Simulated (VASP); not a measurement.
# LiF (R-3m) in VASP: single point with HSE06

Aim: the single point of LiF with HSE06.

Everything below comes from runs of VASP 6.6.1. Logs are shortened: lines on timing, memory, paths and dates and some standing lists are left out, and cuts for length are marked.

## 1. The cell of the first run

The structure is trigonal, space group R-3m (No. 166). The conventional cell has a = 2.821 Å, b = 2.821 Å, c = 6.781 Å, α = 90.00°, β = 90.00°, γ = 120.00°. Within 2.6 Å of Li (site symmetry -3m) lie 6 F at 1.98 Å. F (site symmetry -3m) has 6 Li at 1.98 Å within 2.6 Å.

## 2. Single point, HSE06 (strain along [111] -1.9%)

Contents of POSCAR:

```
LiF
1.0
   -0.0248694010      1.9700023396      1.9700023396
    1.9700023396     -0.0248694010      1.9700023396
    1.9700023396      1.9700023396     -0.0248694010
Li F
1 1
Direct
    0.0000000000      0.0000000000      0.0000000000
    0.5000000000      0.5000000000      0.5000000000
```

Contents of INCAR.step1:

```
SYSTEM = LiF
ALGO = Normal ; EDIFF = 1E-5
ENCUT = 650 ; GGA = PE
GGA_COMPAT = .FALSE. ; ISIF = 2
ISMEAR = 0 ; KPAR = 4
LASPH = .TRUE. ; LCHARG = .FALSE.
LREAL = .FALSE. ; LWAVE = .TRUE.
NBANDS = 12 ; NELM = 120
PREC = Accurate ; SIGMA = 0.01
```

Contents of INCAR.step2:

```
SYSTEM = LiF
ALGO = Normal ; EDIFF = 1E-6
ENCUT = 650 ; GGA = PE
GGA_COMPAT = .FALSE. ; HFSCREEN = 0.2079
ISIF = 2 ; ISMEAR = 0
ISTART = 1 ; KPAR = 4
LASPH = .TRUE. ; LCHARG = .FALSE.
LHFCALC = .TRUE. ; LREAL = .FALSE.
LWAVE = .FALSE. ; NBANDS = 12
NELM = 120 ; PREC = Accurate
PRECFOCK = Normal ; SIGMA = 0.01
```

Contents of KPOINTS:

```
k-points
0
G
  8 8 8
  0 0 0
```

Potentials or basis: VASP PAW PBE potentials, release 64 (Li_sv, F).

The run is started by

```sh
$ cat potpaw_PBE.64/Li_sv/POTCAR potpaw_PBE.64/F/POTCAR > POTCAR
$ cp INCAR.step1 INCAR
$ mpirun -np 4 vasp_std > vasp.out
$ cp INCAR.step2 INCAR
$ mpirun -np 4 vasp_std > vasp.out
```

OUTCAR:

```text
SYSTEM = LiF
   EDIFF = 1E-6
   ENCUT = 650
   GGA = PE
   HFSCREEN = 0.2079
   ISIF = 2
   ISMEAR = 0
   ISTART = 1
   LASPH = .TRUE.
   LHFCALC = .TRUE.
   LREAL = .FALSE.
   NELM = 120
   PREC = Accurate
   PRECFOCK = Normal

 ion  position               nearest neighbor table
   1  0.000  0.000  0.000-   2 1.98   2 1.98   2 1.98   2 1.98   2 1.98   2 1.98
   2  0.500  0.500  0.500-   1 1.98   1 1.98   1 1.98   1 1.98   1 1.98   1 1.98

  LATTYP: Found a trigonal (rhomboedric) cell.
 ALAT       =     2.7861150233
 COS(alpha) =     0.4873371210

  Lattice vectors:

 A1 = (  -0.0248694010,   1.9700023396,   1.9700023396)
 A2 = (   1.9700023396,  -0.0248694010,   1.9700023396)
 A3 = (   1.9700023396,   1.9700023396,  -0.0248694010)

Analysis of symmetry for initial positions (statically):
=====================================================================
 Subroutine PRICEL returns:
 Original cell was already a primitive cell.

 Routine SETGRP: Setting up the symmetry group for a
 trigonal (rhombohedral) supercell.

 Subroutine GETGRP returns: Found 12 space group operations
 (whereof 12 operations were pure point group operations)
 out of a pool of 12 trial point group operations.

The static configuration has the point symmetry D_3d.

Analysis of symmetry for dynamics (positions and initial velocities):
=====================================================================
 Subroutine PRICEL returns:
 Original cell was already a primitive cell.

 Routine SETGRP: Setting up the symmetry group for a
 trigonal (rhombohedral) supercell.

 Subroutine GETGRP returns: Found 12 space group operations
 (whereof 12 operations were pure point group operations)
 out of a pool of 12 trial point group operations.

The dynamic configuration has the point symmetry D_3d.

 Subroutine INISYM returns: Found 12 space group operations
 (whereof 12 operations are pure point group operations),
 and found     1 'primitive' translations

----------------------------------------------------------------------------------------

                                     Primitive cell

  volume of cell :      15.5803

  direct lattice vectors                    reciprocal lattice vectors
    -0.024869401  1.970002340  1.970002340    -0.249050568  0.252234792  0.252234792
     1.970002340 -0.024869401  1.970002340     0.252234792 -0.249050568  0.252234792
     1.970002340  1.970002340 -0.024869401     0.252234792  0.252234792 -0.249050568

  length of vectors
     2.786115023  2.786115023  2.786115023     0.435052832  0.435052832  0.435052832

  position of ions in fractional coordinates (direct lattice)
     0.000000000  0.000000000  0.000000000
     0.500000000  0.500000000  0.500000000

  ion indices of the primitive-cell ions
   primitive index   ion index
                 1           1
                 2           2

----------------------------------------------------------------------------------------

 KPOINTS: k-points

Automatic generation of k-mesh.
 Grid dimensions read from file:
 generate k-points for:    8    8    8

 Generating k-lattice:

  Cartesian coordinates                     Fractional coordinates (reciprocal lattice)
    -0.031131321  0.031529349  0.031529349     0.125000000  0.000000000  0.000000000
     0.031529349 -0.031131321  0.031529349     0.000000000  0.125000000  0.000000000
     0.031529349  0.031529349 -0.031131321     0.000000000  0.000000000  0.125000000

  Length of vectors
     0.054381604  0.054381604  0.054381604

  Shift w.r.t. Gamma in fractional coordinates (k-lattice)
     0.000000000  0.000000000  0.000000000

 Subroutine IBZKPT returns following result:
 ===========================================

 Found     65 irreducible k-points:

 Following reciprocal coordinates:
            Coordinates               Weight
  0.000000  0.000000  0.000000      1.000000
  0.125000  0.000000 -0.000000      6.000000
  0.250000  0.000000 -0.000000      6.000000
  0.375000  0.000000 -0.000000      6.000000
  0.500000  0.000000 -0.000000      3.000000
  0.125000  0.125000 -0.000000      6.000000
[... 16 lines left out ...]
  0.250000  0.125000  0.125000      6.000000
  0.375000  0.125000  0.125000      6.000000
 [... further k-points ...]
   k-points           NKPTS =     65   k-points in BZ     NKDIM =    512   number of bands    NBANDS=     12
   number of dos      NEDOS =    301   number of ions     NIONS =      2
   total plane-waves  NPLWV =  13824
   dimension x,y,z NGX =    24 NGY =   24 NGZ =   24
   dimension x,y,z NGXF=    48 NGYF=   48 NGZF=   48
   ions per type =               1   1
   NGX,Y,Z   is equivalent  to a cutoff of  14.32, 14.32, 14.32 a.u.
   NGXF,Y,Z  is equivalent  to a cutoff of  28.64, 28.64, 28.64 a.u.
 SYSTEM =  LiF
   PREC   = accura    normal or accurate (medium, high low for compatibility)
   ISTART =      1    job   : 0-new  1-cont  2-samecut
   ICHARG =      0    charge: 1-file 2-atom 10-const
   ISPIN  =      1    spin polarized calculation?
   LNONCOLLINEAR =      F non collinear calculations
   LSORBIT =      F    spin-orbit coupling
   LASPH  =      T    aspherical Exc in radial PAW
   ENCUT  =  650.0 eV  47.77 Ry    6.91 a.u.   5.79  5.79  5.79*2*pi/ulx,y,z
   NELM   =    120;   NELMIN=  2; NELMDL=  0     # of ELM steps
   EDIFF  = 0.1E-05   stopping-criterion for ELM
   LREAL  =      F    real-space projection
   EDIFFG = 0.1E-04   stopping-criterion for IOM
   NSW    =      0    number of steps for IOM
   IBRION =     -1    ionic relax: 0-MD 1-quasi-New 2-CG
   NFREE  =      0    steps in history (QN), initial steepest desc. (CG)
   ISIF   =      2    stress and relaxation
   ISYM   =      3    0-nonsym 1-usesym 2-fastsym
   POTIM  = 0.5000    time-step for ionic-motion
   TEBEG  =    0.0;   TEEND  =   0.0 temperature during run
   PSTRESS=    0.0 pullay stress
   NELECT =      10.0000    total number of electrons
   NUPDOWN=      -1.0000    fix difference up-down
   EMIN   =  10.00;   EMAX   =-10.00  energy-range for DOS
   EFERMI =   0.00;   METHOD = LEGACY
   ISMEAR =     0;   SIGMA  =   0.01  broadening in eV -4-tet -1-fermi 0-gaus
   EFERMI_NEDOS =   21; number of points for ismear=-14 and -15
   IALGO  =     38    algorithm
   IMIX   =      1    mixing-type and parameters
     AMIX     =   0.40;   BMIX     =  1.00
     AMIX_MAG =   1.60;   BMIX_MAG =  1.00
  volume/ion in A,a.u.               =       7.79        52.57
  Fermi-wavevector in a.u.,A,eV,Ry     =   1.412156  2.668587 27.132517  1.994184
  Thomas-Fermi vector in A             =   2.533933
   LORBIT       =      0    0 simple, 1 ext, 2 COOP (PROOUT), +10 PAW based schemes
   GGA     = PE    functional components
   LHFCALC =     T    Hartree Fock is set to
   PRECFOCK=normal    Normal, Fast or Accurate (Low or Medium for compatibility)
   ENCUT4O =  -1.0   cutoff for four orbital integrals eV
   NKREDX  =     1    reduce k-point grid by
   NKREDY  =     1    reduce k-point grid by
   NKREDZ  =     1    reduce k-point grid by
   AEXX    =    0.2500 exact exchange contribution
   HFSCREEN=    0.2079 screening length (either q_TF or 0.3 A-1)
   HFSCREENC=   0.2079 screening length for correlation (either q_TF or 0.3 A-1)
   ENCUTFOCK=  -1.0 apply spherical cutoff to Coloumb kernel
   IVDW    =     0    specifies the selected vdW correction
   LEPSILON=     F    determine dielectric tensor
   LRPA    =     F    only Hartree local field effects (RPA)
 non-spin polarized calculation
 Gauss-broadening in eV      SIGMA  =   0.01
  energy-cutoff  :      650.00
  volume of cell :       15.58
 maximum number of plane-waves:       594
  NGX = 18; NGY = 18; NGZ = 18

 number of electron      10.0000000 magnetization

 Free energy of the ion-electron system (eV)
  ---------------------------------------------------
  ext. energy  EPLUGINS =         0.00000000
  ---------------------------------------------------
  free energy    TOTEN  =       -11.38568350 eV

  energy without entropy =      -11.38568350  energy(sigma->0) =      -11.38568350

 E-fermi :  -2.1522     XC(G=0):  -8.3505

 val. band max:       -2.3831912131   @ k =   0.0000   0.0000   0.0000
 cond. band min:       9.3928161733   @ k =   0.0000   0.0000   0.0000
 fundamental gap:     11.7760073864
 Fermi energy:        -2.1521940875

 k-point     1 :       0.0000    0.0000    0.0000
  band No.  band energies     occupation
      1     -45.3119      2.00000
      2     -24.1661      2.00000
      3      -2.4875      2.00000
      4      -2.4875      2.00000
      5      -2.3832      2.00000
      6       9.3928      0.00000
      7      24.6635      0.00000
      8      24.6635      0.00000
      9      24.7348      0.00000
     10      24.7348      0.00000
     11      24.9272      0.00000
     12      25.3419      0.00000

 k-point     2 :       0.1250    0.0000   -0.0000
  band No.  band energies     occupation
      1     -45.3012      2.00000
      2     -24.0998      2.00000
      3      -2.9496      2.00000
      4      -2.5238      2.00000
      5      -2.4363      2.00000
      6       9.8451      0.00000
      7      21.0054      0.00000
      8      22.9244      0.00000
      9      23.1889      0.00000
     10      26.1361      0.00000
     11      26.3970      0.00000
     12      26.6935      0.00000

 k-point     3 :       0.2500    0.0000   -0.0000
  band No.  band energies     occupation
      1     -45.2757      2.00000
      2     -23.9339      2.00000
      3      -3.9833      2.00000
      4      -2.6098      2.00000
      5      -2.5371      2.00000
      6      10.6602      0.00000
      7      18.3943      0.00000
      8      21.0639      0.00000
      9      21.2978      0.00000
     10      27.8993      0.00000
     11      28.0558      0.00000
     12      28.6629      0.00000
[... 286 lines left out ...]
 k-point    23 :       0.2500    0.1250    0.1250
  band No.  band energies     occupation
      1     -45.2848      2.00000
      2     -23.9876      2.00000
      3      -3.4269      2.00000
      4      -2.8175      2.00000
      5      -2.5014      2.00000
      6      10.4875      0.00000
      7      19.3464      0.00000
      8      21.4960      0.00000
      9      21.9711      0.00000
     10      25.8892      0.00000
     11      26.6269      0.00000
     12      29.7038      0.00000

 k-point    24 :       0.3750    0.1250    0.1250
  band No.  band energies     occupation
      1     -45.2596      2.00000
      2     -23.8097      2.00000
      3      -4.3377      2.00000
      4      -3.0689      2.00000
      5      -2.5898      2.00000
      6      11.3158      0.00000
      7      17.4272      0.00000
      8      20.4530      0.00000
      9      20.6552      0.00000
     10      27.8176      0.00000
     11      28.1323      0.00000
     12      31.4245      0.00000

 [... further k-points ...]

------------------------ aborting loop because EDIFF is reached ----------------------------------------

  FORCE on cell =-STRESS in cart. coord.  units (eV):
  Direction    XX          YY          ZZ          XY          YZ          ZX
  --------------------------------------------------------------------------------------
  -------------------------------------------------------------------------------------
  Total        0.1893055      0.1893055      0.1893055      0.0823069      0.0823069      0.0823069
  in kB       19.4669087     19.4669087     19.4669087      8.4638951      8.4638951      8.4638951
  external PRESSURE =      19.4669087 kB  Pullay stress =       0.0000000 kB

 VOLUME and BASIS-vectors are now :
 -----------------------------------------------------------------------------
  energy-cutoff  :      650.00
  volume of cell :       15.58
      direct lattice vectors                 reciprocal lattice vectors
    -0.024869401  1.970002340  1.970002340    -0.249050568  0.252234792  0.252234792
     1.970002340 -0.024869401  1.970002340     0.252234792 -0.249050568  0.252234792
     1.970002340  1.970002340 -0.024869401     0.252234792  0.252234792 -0.249050568

 POSITION                                       TOTAL-FORCE (eV/Angst)
 -----------------------------------------------------------------------------------
      0.00000      0.00000      0.00000         0.000000     -0.000000      0.000000
      1.95757      1.95757      1.95757        -0.000000      0.000000     -0.000000
 -----------------------------------------------------------------------------------
    total drift:                                0.000000     -0.000000     -0.000000

  FREE ENERGIE OF THE ION-ELECTRON SYSTEM (eV)
  ---------------------------------------------------
  free  energy   TOTEN  =       -11.3856835032 eV

  energy  without entropy=      -11.3856835032  energy(sigma->0) =      -11.38568350
```

Wall time 27 min (4 MPI ranks of Intel Xeon Platinum 8175M at 2.50GHz (Skylake/Cascade Lake), shared host); peak memory 0.24 GiB.

Results:

```
Free energy            : -11.3857 eV
Pressure               : 1.9 GPa
Band gap on the k mesh : 11.78 eV
```

Levels at points of the mesh, in eV from the valence-band top:
| k point | band 1 | band 2 | band 3 | band 4 | band 5 | band 6 | band 7 | band 8 | band 9 | band 10 |
| --- | --- | --- | --- | --- | --- | --- | --- | --- | --- | --- |
| (0.00, 0.00, 0.00) | -42.93 | -21.78 | -0.10 | -0.10 | 0.00 | 11.78 | 27.05 | 27.05 | 27.12 | 27.12 |
| (0.50, 0.00, 0.00) | -42.86 | -21.30 | -2.89 | -0.34 | -0.29 | 13.34 | 19.86 | 21.70 | 21.93 | 33.94 |
| (0.50, 0.50, 0.00) | -42.84 | -20.98 | -3.41 | -1.26 | -1.14 | 17.81 | 18.94 | 20.53 | 23.35 | 23.60 |
| (0.50, 0.50, 0.50) | -42.85 | -21.25 | -2.88 | -0.39 | -0.39 | 13.23 | 20.15 | 21.47 | 21.47 | 33.76 |

Caveat: the cell differs from its parent crystal (strain along [111] -1.9%); the PAW data sets were made with another functional, which shifts forces and pressure a little. A k mesh can miss the band edges.
